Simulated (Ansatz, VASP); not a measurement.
# CsI: VASP beside Ansatz

The input INCAR:

```
SYSTEM = CsI
PREC     = Accurate       ! precision mode
ENCUT    = 500            ! plane-wave cutoff, eV
EDIFF    = 1E-7           ! SCF threshold, eV
ISMEAR   = -1             ! smearing method
SIGMA    = 0.05           ! smearing width, eV
LREAL    = .False.        ! projectors in reciprocal space
LASPH    = .True.         ! aspherical terms in the spheres
NELM     = 120            ! most SCF steps
ALGO     = Normal         ! electronic algorithm
ISIF     = 3              ! what is computed and relaxed
LWAVE    = .False.        ! write WAVECAR
LCHARG   = .False.        ! write CHGCAR
IBRION   = 2              ! ionic algorithm
NSW      = 80             ! ionic steps
EDIFFG   = -0.01          ! ionic threshold
GGA_COMPAT= .False.      
NELMIN   = 4
```

The input KPOINTS:

```
Automatic mesh
0
Gamma
  6 6 6
  0 0 0
```

POSCAR

```
CsI
1.0
    4.5667000000      0.0000000000      0.0000000000
    0.0000000000      4.5667000000      0.0000000000
    0.0000000000      0.0000000000      4.5667000000
Cs I
1 1
Direct
    0.0000000000      0.0000000000      0.0000000000
    0.5000000000      0.5000000000      0.5000000000
```

Input for Ansatz:

```yaml
crystal:
  lattice:
    - [4.5667, 0.0, 0.0]
    - [0.0, 4.5667, 0.0]
    - [0.0, 0.0, 4.5667]
  atoms:
    - { symbol: Cs, position: [0.0, 0.0, 0.0] }
    - { symbol: I, position: [0.5, 0.5, 0.5] }
kpoints:
  mp_grid:
    grid: [6, 6, 6]
hamiltonian:
  xc: lda
  dispersion: none
scf:
  occupations:
    method: fermi_dirac
    width: 0.05
relax:
  cell: {}
```

Alike in both runs: task relaxation of cell and atoms; functional LDA; k mesh 6 × 6 × 6; occupations fermi-dirac, width 0.05 eV; no spin polarisation.

|  | VASP | Ansatz |
| --- | --- | --- |
| version | VASP 6.6.1 | Ansatz 0.2.0 |
| potentials or method | VASP PAW LDA potentials, release 64 (Cs_sv, I) | plane waves, PAW |
| plane-wave cutoff (eV) | 500 | 420 |
| valence electrons in the cell | 16 | 26 |

```csv
,VASP,Ansatz,Ansatz less VASP
relaxed volume (Å³/atom),42.83,42.64,-0.187
relaxed cell length with the largest relative difference (Å),4.408,4.402,-0.0064
```

LDA's correlation is that of Perdew and Zunger in VASP and of Perdew and Wang (1992) in Ansatz. VASP's potentials hold 16 valence electrons a cell and Ansatz's 26, so a difference there can come from the potentials and not from the codes.

Neither program's run includes spin-orbit coupling.
